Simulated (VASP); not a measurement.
# Na (Im-3m) in VASP: a series of runs

Na is run at these levels: LDA; tasks: single point.

Program: VASP 6.6.1. These are calculated values, not measurements. Logs are shortened: lines on timing, memory, paths and dates and some standing lists are left out, and cuts for length are marked.

### Step 1. The cell of the first run

The structure is cubic, space group Im-3m (No. 229). Conventional cell: a = 4.060 Å, b = 4.060 Å, c = 4.060 Å, α = 90.00°, β = 90.00°, γ = 90.00°. Within 4.6 Å of Na (site symmetry m-3m) lie 14 Na at 3.52 to 4.06 Å.

### Step 2. Single point, LDA

INCAR reads:

```
SYSTEM = Na
ALGO = Normal
EDIFF = 1E-6
ENCUT = 520
ISIF = 2
ISMEAR = -1
LASPH = .TRUE.
LCHARG = .FALSE.
LREAL = .FALSE.
LWAVE = .FALSE.
NBANDS = 10
NELM = 60
PREC = Accurate
SIGMA = 0.1
```

KPOINTS reads:

```
k-points
0
G
  12 12 12
  0 0 0
```

POSCAR reads:

```
Na
1.0
   -2.0299024443      2.0299024443      2.0299024443
    2.0299024443     -2.0299024443      2.0299024443
    2.0299024443      2.0299024443     -2.0299024443
Na
1
Direct
    0.0000000000      0.0000000000      0.0000000000
```

Potentials or basis: VASP PAW LDA potentials, release 64 (Na_pv).

The run is started by

```sh
> cat potpaw_LDA.64/Na_pv/POTCAR > POTCAR
> mpirun -np 1 vasp_std > vasp.out
```

OUTCAR:

```text
SYSTEM = Na
   EDIFF = 1E-6
   ENCUT = 520
   ISIF = 2
   ISMEAR = -1
   LASPH = .TRUE.
   LREAL = .FALSE.
   NELM = 60
   PREC = Accurate

 ion  position               nearest neighbor table
   1  0.000  0.000  0.000-

  LATTYP: Found a body centered cubic cell.
 ALAT       =     4.0598048886

  Lattice vectors:

 A1 = (  -2.0299024443,   2.0299024443,   2.0299024443)
 A2 = (   2.0299024443,  -2.0299024443,   2.0299024443)
 A3 = (   2.0299024443,   2.0299024443,  -2.0299024443)

Analysis of symmetry for initial positions (statically):
=====================================================================
 Subroutine PRICEL returns:
 Original cell was already a primitive cell.

 Routine SETGRP: Setting up the symmetry group for a
 body centered cubic supercell.

 Subroutine GETGRP returns: Found 48 space group operations
 (whereof 48 operations were pure point group operations)
 out of a pool of 48 trial point group operations.

The static configuration has the point symmetry O_h .

Analysis of symmetry for dynamics (positions and initial velocities):
=====================================================================
 Subroutine PRICEL returns:
 Original cell was already a primitive cell.

 Routine SETGRP: Setting up the symmetry group for a
 body centered cubic supercell.

 Subroutine GETGRP returns: Found 48 space group operations
 (whereof 48 operations were pure point group operations)
 out of a pool of 48 trial point group operations.

The dynamic configuration has the point symmetry O_h .

 Subroutine INISYM returns: Found 48 space group operations
 (whereof 48 operations are pure point group operations),
 and found     1 'primitive' translations

----------------------------------------------------------------------------------------

                                     Primitive cell

  volume of cell :      33.4569

  direct lattice vectors                    reciprocal lattice vectors
    -2.029902444  2.029902444  2.029902444     0.000000000  0.246317256  0.246317256
     2.029902444 -2.029902444  2.029902444     0.246317256  0.000000000  0.246317256
     2.029902444  2.029902444 -2.029902444     0.246317256  0.246317256  0.000000000

  length of vectors
     3.515894168  3.515894168  3.515894168     0.348345204  0.348345204  0.348345204

  position of ions in fractional coordinates (direct lattice)
     0.000000000  0.000000000  0.000000000

  ion indices of the primitive-cell ions
   primitive index   ion index
                 1           1

----------------------------------------------------------------------------------------

 KPOINTS: k-points
[... 77 lines left out ...]
   TEBEG  =    0.0;   TEEND  =   0.0 temperature during run
   PSTRESS=    0.0 pullay stress
   NELECT =       7.0000    total number of electrons
   NUPDOWN=      -1.0000    fix difference up-down
   EMIN   =  10.00;   EMAX   =-10.00  energy-range for DOS
   EFERMI =   0.00;   METHOD = LEGACY
   ISMEAR =    -1;   SIGMA  =   0.10  broadening in eV -4-tet -1-fermi 0-gaus
   EFERMI_NEDOS =   21; number of points for ismear=-14 and -15
   IALGO  =     38    algorithm
   IMIX   =      4    mixing-type and parameters
     AMIX     =   0.40;   BMIX     =  1.00
     AMIX_MAG =   1.60;   BMIX_MAG =  1.00
  volume/ion in A,a.u.               =      33.46       225.78
  Fermi-wavevector in a.u.,A,eV,Ry     =   0.971879  1.836586 12.851375  0.944549
  Thomas-Fermi vector in A             =   2.102132
   LORBIT       =      0    0 simple, 1 ext, 2 COOP (PROOUT), +10 PAW based schemes
   GGA     = CA    functional components
   LHFCALC =     F    Hartree Fock is set to
   AEXX    =    0.0000 exact exchange contribution
   IVDW    =     0    specifies the selected vdW correction
   LEPSILON=     F    determine dielectric tensor
   LRPA    =     F    only Hartree local field effects (RPA)
 non-spin polarized calculation
  energy-cutoff  :      520.00
  volume of cell :       33.46
 maximum number of plane-waves:       935
 NGX is ok and might be reduce to    28
   NGX = 13   NGY = 13   NGZ = 13

 number of electron       7.0000010 magnetization

 Free energy of the ion-electron system (eV)
  ---------------------------------------------------
  ext. energy  EPLUGINS =         0.00000000
  ---------------------------------------------------
  free energy    TOTEN  =        -1.46082415 eV

  energy without entropy =       -1.44457422  energy(sigma->0) =       -1.45269919

 E-fermi :   0.4347     XC(G=0):  -7.0224

 val. band max:        0.3835155006   @ k =  -0.3333   0.4167   0.1667
 cond. band min:       0.5027653269   @ k =   0.3333   0.1667   0.0000
 fundamental gap:      0.1192498263
 Fermi energy:         0.4347114421

 k-point     1 :       0.0000    0.0000    0.0000
  band No.  band energies     occupation
      1     -24.4061      2.00000
      2     -24.4061      2.00000
      3     -24.4061      2.00000
      4      -3.0446      2.00000
      5      12.7681      0.00000
      6      12.7681      0.00000
      7      12.7681      0.00000
      8      13.9398      0.00000
      9      13.9398      0.00000
     10      14.6455      0.00000
[... 287 lines left out ...]
 k-point    24 :       0.4167    0.0833    0.0833
  band No.  band energies     occupation
      1     -24.4547      2.00000
      2     -24.4255      2.00000
      3     -24.4094      2.00000
      4       1.4937      0.00005
      5       2.0021      0.00000
      6       7.0303      0.00000
      7       8.2830      0.00000
      8      12.8790      0.00000
      9      13.7205      0.00000
     10      17.7047      0.00000

 [... further k-points ...]

------------------------ aborting loop because EDIFF is reached ----------------------------------------

  FORCE on cell =-STRESS in cart. coord.  units (eV):
  Direction    XX          YY          ZZ          XY          YZ          ZX
  --------------------------------------------------------------------------------------
  -------------------------------------------------------------------------------------
  Total       -0.0117382     -0.0117382     -0.0117382      0.0000000      0.0000000      0.0000000
  in kB       -0.5621172     -0.5621172     -0.5621172      0.0000000      0.0000000      0.0000000
  external PRESSURE =      -0.5621172 kB  Pullay stress =       0.0000000 kB

 VOLUME and BASIS-vectors are now :
 -----------------------------------------------------------------------------
  energy-cutoff  :      520.00
  volume of cell :       33.46
      direct lattice vectors                 reciprocal lattice vectors
    -2.029902444  2.029902444  2.029902444     0.000000000  0.246317256  0.246317256
     2.029902444 -2.029902444  2.029902444     0.246317256  0.000000000  0.246317256
     2.029902444  2.029902444 -2.029902444     0.246317256  0.246317256  0.000000000

 POSITION                                       TOTAL-FORCE (eV/Angst)
 -----------------------------------------------------------------------------------
      0.00000      0.00000      0.00000        -0.000000      0.000000     -0.000000
 -----------------------------------------------------------------------------------
    total drift:                               -0.000000     -0.000000     -0.000000

  FREE ENERGIE OF THE ION-ELECTRON SYSTEM (eV)
  ---------------------------------------------------
  free  energy   TOTEN  =        -1.4608241531 eV

  energy  without entropy=       -1.4445742225  energy(sigma->0) =       -1.45269919
```

Run time: 21 s. Hardware: 1 thread of Intel Xeon 8259CL, shared host; peak memory 0.14 GiB.

Results:

```
Free energy            : -1.4608 eV
Pressure               : -0.1 GPa
Band gap on the k mesh : zero (an odd number of electrons rules out a gap without spin polarisation)
```

### Step 3. Single point, LDA

INCAR reads:

```
ALGO = Normal
EDIFF = 1E-6
ENCUT = 520
GGA = CA
ISIF = 2
ISMEAR = -1
LASPH = True
LCHARG = False
LREAL = False
LWAVE = False
NBANDS = 10
NELM = 100
PREC = Accurate
SIGMA = 0.1
```

KPOINTS reads:

```
k-points
0
Gamma
  12 12 12
```

POSCAR is that of step 2.

Potentials or basis: VASP PAW LDA potentials, release 64 (Na_pv).

The run is started by

```sh
> cat potpaw_LDA.64/Na_pv/POTCAR > POTCAR
> mpirun -np 1 vasp_std > vasp.out
```

OUTCAR:

```text
EDIFF = 1E-6
   ENCUT = 520
   GGA = CA
   ISIF = 2
   ISMEAR = -1
   LASPH = True
   LREAL = False
   NELM = 100
   PREC = Accurate

 ion  position               nearest neighbor table
   1  0.000  0.000  0.000-

  LATTYP: Found a body centered cubic cell.
 ALAT       =     4.0598048886

  Lattice vectors:

 A1 = (  -2.0299024443,   2.0299024443,   2.0299024443)
 A2 = (   2.0299024443,  -2.0299024443,   2.0299024443)
 A3 = (   2.0299024443,   2.0299024443,  -2.0299024443)

Analysis of symmetry for initial positions (statically):
=====================================================================
 Subroutine PRICEL returns:
 Original cell was already a primitive cell.

 Routine SETGRP: Setting up the symmetry group for a
 body centered cubic supercell.

 Subroutine GETGRP returns: Found 48 space group operations
 (whereof 48 operations were pure point group operations)
 out of a pool of 48 trial point group operations.

The static configuration has the point symmetry O_h .

Analysis of symmetry for dynamics (positions and initial velocities):
=====================================================================
 Subroutine PRICEL returns:
 Original cell was already a primitive cell.

 Routine SETGRP: Setting up the symmetry group for a
 body centered cubic supercell.

 Subroutine GETGRP returns: Found 48 space group operations
 (whereof 48 operations were pure point group operations)
 out of a pool of 48 trial point group operations.

The dynamic configuration has the point symmetry O_h .

 Subroutine INISYM returns: Found 48 space group operations
 (whereof 48 operations are pure point group operations),
 and found     1 'primitive' translations

----------------------------------------------------------------------------------------

                                     Primitive cell

  volume of cell :      33.4569

  direct lattice vectors                    reciprocal lattice vectors
    -2.029902444  2.029902444  2.029902444     0.000000000  0.246317256  0.246317256
     2.029902444 -2.029902444  2.029902444     0.246317256  0.000000000  0.246317256
     2.029902444  2.029902444 -2.029902444     0.246317256  0.246317256  0.000000000

  length of vectors
     3.515894168  3.515894168  3.515894168     0.348345204  0.348345204  0.348345204

  position of ions in fractional coordinates (direct lattice)
     0.000000000  0.000000000  0.000000000

  ion indices of the primitive-cell ions
   primitive index   ion index
                 1           1

----------------------------------------------------------------------------------------

 KPOINTS: k-points

Automatic generation of k-mesh.
 Grid dimensions read from file:
 generate k-points for:   12   12   12

 Generating k-lattice:

  Cartesian coordinates                     Fractional coordinates (reciprocal lattice)
     0.000000000  0.020526438  0.020526438     0.083333333  0.000000000  0.000000000
     0.020526438  0.000000000  0.020526438     0.000000000  0.083333333  0.000000000
     0.020526438  0.020526438  0.000000000     0.000000000  0.000000000  0.083333333

  Length of vectors
     0.029028767  0.029028767  0.029028767

  Shift w.r.t. Gamma in fractional coordinates (k-lattice)
     0.000000000  0.000000000  0.000000000

 Subroutine IBZKPT returns following result:
 ===========================================

 Found     72 irreducible k-points:

 Following reciprocal coordinates:
            Coordinates               Weight
  0.000000  0.000000  0.000000      1.000000
  0.083333  0.000000  0.000000     12.000000
  0.166667  0.000000  0.000000     12.000000
  0.250000  0.000000  0.000000     12.000000
  0.333333  0.000000  0.000000     12.000000
  0.416667  0.000000  0.000000     12.000000
[... 16 lines left out ...]
  0.333333  0.083333  0.083333     24.000000
  0.416667  0.083333  0.083333     12.000000
 [... further k-points ...]
   k-points           NKPTS =     72   k-points in BZ     NKDIM =     72   number of bands    NBANDS=     10
   number of dos      NEDOS =    301   number of ions     NIONS =      1
   total plane-waves  NPLWV =  21952
   dimension x,y,z NGX =    28 NGY =   28 NGZ =   28
   dimension x,y,z NGXF=    56 NGYF=   56 NGZF=   56
   ions per type =               1
   NGX,Y,Z   is equivalent  to a cutoff of  13.24, 13.24, 13.24 a.u.
   NGXF,Y,Z  is equivalent  to a cutoff of  26.48, 26.48, 26.48 a.u.
 SYSTEM =  unknown system
   PREC   = accura    normal or accurate (medium, high low for compatibility)
   ISTART =      0    job   : 0-new  1-cont  2-samecut
   ICHARG =      2    charge: 1-file 2-atom 10-const
   ISPIN  =      1    spin polarized calculation?
   LNONCOLLINEAR =      F non collinear calculations
   LSORBIT =      F    spin-orbit coupling
   LASPH  =      T    aspherical Exc in radial PAW
   ENCUT  =  520.0 eV  38.22 Ry    6.18 a.u.   6.54  6.54  6.54*2*pi/ulx,y,z
   NELM   =    100;   NELMIN=  2; NELMDL= -5     # of ELM steps
   EDIFF  = 0.1E-05   stopping-criterion for ELM
   LREAL  =      F    real-space projection
   EDIFFG = 0.1E-04   stopping-criterion for IOM
   NSW    =      0    number of steps for IOM
   IBRION =     -1    ionic relax: 0-MD 1-quasi-New 2-CG
   NFREE  =      0    steps in history (QN), initial steepest desc. (CG)
   ISIF   =      2    stress and relaxation
   ISYM   =      2    0-nonsym 1-usesym 2-fastsym
   POTIM  = 0.5000    time-step for ionic-motion
   TEBEG  =    0.0;   TEEND  =   0.0 temperature during run
   PSTRESS=    0.0 pullay stress
   NELECT =       7.0000    total number of electrons
   NUPDOWN=      -1.0000    fix difference up-down
   EMIN   =  10.00;   EMAX   =-10.00  energy-range for DOS
   EFERMI =   0.00;   METHOD = LEGACY
   ISMEAR =    -1;   SIGMA  =   0.10  broadening in eV -4-tet -1-fermi 0-gaus
   EFERMI_NEDOS =   21; number of points for ismear=-14 and -15
   IALGO  =     38    algorithm
   IMIX   =      4    mixing-type and parameters
     AMIX     =   0.40;   BMIX     =  1.00
     AMIX_MAG =   1.60;   BMIX_MAG =  1.00
  volume/ion in A,a.u.               =      33.46       225.78
  Fermi-wavevector in a.u.,A,eV,Ry     =   0.971879  1.836586 12.851375  0.944549
  Thomas-Fermi vector in A             =   2.102132
   LORBIT       =      0    0 simple, 1 ext, 2 COOP (PROOUT), +10 PAW based schemes
   GGA     = CA    functional components
   LHFCALC =     F    Hartree Fock is set to
   AEXX    =    0.0000 exact exchange contribution
   IVDW    =     0    specifies the selected vdW correction
   LEPSILON=     F    determine dielectric tensor
   LRPA    =     F    only Hartree local field effects (RPA)
 non-spin polarized calculation
  energy-cutoff  :      520.00
  volume of cell :       33.46
 maximum number of plane-waves:       935
 NGX is ok and might be reduce to    28
   NGX = 13   NGY = 13   NGZ = 13

 number of electron       7.0000010 magnetization

 Free energy of the ion-electron system (eV)
  ---------------------------------------------------
  ext. energy  EPLUGINS =         0.00000000
  ---------------------------------------------------
  free energy    TOTEN  =        -1.46082415 eV

  energy without entropy =       -1.44457422  energy(sigma->0) =       -1.45269919

 E-fermi :   0.4347     XC(G=0):  -7.0224

 val. band max:        0.3835155006   @ k =  -0.3333   0.4167   0.1667
 cond. band min:       0.5027653269   @ k =   0.3333   0.1667   0.0000
 fundamental gap:      0.1192498263
 Fermi energy:         0.4347114421

 k-point     1 :       0.0000    0.0000    0.0000
  band No.  band energies     occupation
      1     -24.4061      2.00000
      2     -24.4061      2.00000
      3     -24.4061      2.00000
      4      -3.0446      2.00000
      5      12.7681      0.00000
      6      12.7681      0.00000
      7      12.7681      0.00000
      8      13.9398      0.00000
      9      13.9398      0.00000
     10      14.6455      0.00000
[... 287 lines left out ...]
 k-point    24 :       0.4167    0.0833    0.0833
  band No.  band energies     occupation
      1     -24.4547      2.00000
      2     -24.4255      2.00000
      3     -24.4094      2.00000
      4       1.4937      0.00005
      5       2.0021      0.00000
      6       7.0303      0.00000
      7       8.2830      0.00000
      8      12.8790      0.00000
      9      13.7205      0.00000
     10      17.7047      0.00000

 [... further k-points ...]

------------------------ aborting loop because EDIFF is reached ----------------------------------------

  FORCE on cell =-STRESS in cart. coord.  units (eV):
  Direction    XX          YY          ZZ          XY          YZ          ZX
  --------------------------------------------------------------------------------------
  -------------------------------------------------------------------------------------
  Total       -0.0117382     -0.0117382     -0.0117382      0.0000000      0.0000000      0.0000000
  in kB       -0.5621172     -0.5621172     -0.5621172      0.0000000      0.0000000      0.0000000
  external PRESSURE =      -0.5621172 kB  Pullay stress =       0.0000000 kB

 VOLUME and BASIS-vectors are now :
 -----------------------------------------------------------------------------
  energy-cutoff  :      520.00
  volume of cell :       33.46
      direct lattice vectors                 reciprocal lattice vectors
    -2.029902444  2.029902444  2.029902444     0.000000000  0.246317256  0.246317256
     2.029902444 -2.029902444  2.029902444     0.246317256  0.000000000  0.246317256
     2.029902444  2.029902444 -2.029902444     0.246317256  0.246317256  0.000000000

 POSITION                                       TOTAL-FORCE (eV/Angst)
 -----------------------------------------------------------------------------------
      0.00000      0.00000      0.00000        -0.000000      0.000000     -0.000000
 -----------------------------------------------------------------------------------
    total drift:                               -0.000000     -0.000000     -0.000000

  FREE ENERGIE OF THE ION-ELECTRON SYSTEM (eV)
  ---------------------------------------------------
  free  energy   TOTEN  =        -1.4608241531 eV

  energy  without entropy=       -1.4445742225  energy(sigma->0) =       -1.45269919
```

OSZICAR:

```text
N       E                     dE             d eps       ncg     rms          rms(c)
DAV:   1     0.280040012935E+02    0.28004E+02   -0.37428E+03  1442   0.587E+02
DAV:   2    -0.868402709339E+00   -0.28872E+02   -0.28711E+02  1496   0.148E+02
DAV:   3    -0.145874388612E+01   -0.59034E+00   -0.58986E+00  1842   0.230E+01
DAV:   4    -0.146292956560E+01   -0.41857E-02   -0.41853E-02  1690   0.187E+00
DAV:   5    -0.146298496913E+01   -0.55404E-04   -0.55403E-04  1692   0.213E-01    0.208E-01
DAV:   6    -0.146161487414E+01    0.13701E-02   -0.81896E-04  1746   0.376E-01    0.135E-01
DAV:   7    -0.146083900802E+01    0.77587E-03   -0.11733E-03  1618   0.377E-01    0.219E-02
DAV:   8    -0.146082387560E+01    0.15132E-04   -0.91357E-05  1732   0.156E-01    0.256E-03
DAV:   9    -0.146082415310E+01   -0.27749E-06   -0.37938E-07  1090   0.685E-03
   1 F= -.14608242E+01 E0= -.14526992E+01  d E =-.162499E-01
```

stdout:

```text
POSCAR found type information on POSCAR Na
 POSCAR found :  1 types and       1 ions
 scaLAPACK will be used
 LDA part: xc-table for (Slater(with rela. corr.)+CA(PZ))
 , standard interpolation
 POSCAR, INCAR and KPOINTS ok, starting setup
 FFT: planning ... GRIDC
 FFT: planning ... GRID_SOFT
 FFT: planning ... GRID
 WAVECAR not read
 entering main loop
```

Wall time 20 s (1 thread of Intel Xeon 8259CL, shared host); peak memory 0.14 GiB.

Results:

```yaml
Free_energy: -1.4608 eV
Pressure: -0.1 GPa
Band_gap_on_the_k_mesh: zero (an odd number of electrons rules out a gap without spin polarisation)
```
